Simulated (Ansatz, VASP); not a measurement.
## MgCd3O4: VASP beside Ansatz

```xyz
8
Lattice="3.5379 -5.0033 0.0000 3.5379 5.0033 0.0000 0.0000 0.0000 3.5379" Properties=species:S:1:pos:R:3 pbc="T T T"
Mg    3.5379    0.0000    0.0000
Cd    0.0000    0.0000    0.0000
Cd    1.7689    2.5016    1.7689
Cd    1.7689   -2.5016    1.7689
O     3.5379   -2.5016    0.0000
O     5.3068    0.0000    1.7689
O     1.7689    0.0000    1.7689
O     3.5379    2.5016    0.0000
```

Alike in both runs: task single point; functional PBE; k mesh 4 × 4 × 6; occupations gaussian, width 0.1 eV; no spin polarisation.

|  | VASP | Ansatz |
| --- | --- | --- |
| version | VASP 6.6.1 | Ansatz 0.2.0 |
| potentials or method | VASP PAW PBE potentials, release 64 (Mg, Cd, O), cutoff 520 eV | scalar-relativistic, plane waves, PAW |
| valence electrons in the cell | 62 | 94 |

|  | VASP | Ansatz | Ansatz less VASP |
| --- | --- | --- | --- |
| gap on the k mesh at the Fermi level (eV) | none | none | - |
| pressure (GPa) | -16.0 | -16.3 | -0.36 |
| traceless stress, the component that is largest in VASP (GPa) | 0.10 | 0.10 | -0.001 |
| rms of the force components (eV/Å) | 0.265 | 0.251 | -0.0137 |

Atom by atom the forces differ by 0.014 eV/Å (rms over components). A gap of «none» marks a metal or a gap that the smearing closes. VASP's potentials hold 62 valence electrons a cell and Ansatz's 94, so a difference there can come from the potentials and not from the codes.
